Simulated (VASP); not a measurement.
Runs of VASP 6.6.1 on Ti. The structure is that of space group Fm-3m (No. 225), or close to it. The cells are those of the table. 

```tsv
cell	gap on the mesh (eV)	pressure (GPa)
a = 2.929, b = 2.929, c = 2.871 Å, angles 60.7, 60.7, 58.7°, 1 atom	none	0.2
a = 2.699, b = 2.699, c = 2.641 Å, angles 60.7, 60.7, 58.6°, 1 atom	none	40.8
a = 2.699, b = 2.699, c = 2.756 Å, angles 59.3, 59.3, 61.4°, 1 atom	none	31.6
a = 2.986 Å, angles 60.0°, 1 atom	none	(b)
a = 2.814, b = 2.814, c = 2.756 Å, angles 60.7, 60.7, 58.6°, 1 atom	none	(a)
```

Alike in all rows: task single point; level r2SCAN; potentials or basis VASP PAW PBE potentials, release 64 (Ti_sv); no spin polarisation; k mesh 20 × 20 × 20; cutoff (eV) 520; smearing gaussian 0.15 eV.

Q: Fill in the values left out.

A: (a) 16.5; (b) -7.5.

Caveats: the PAW data sets were made with another functional, which shifts forces and pressure a little.

A gap of «none» marks levels without a gap at the run's occupations.
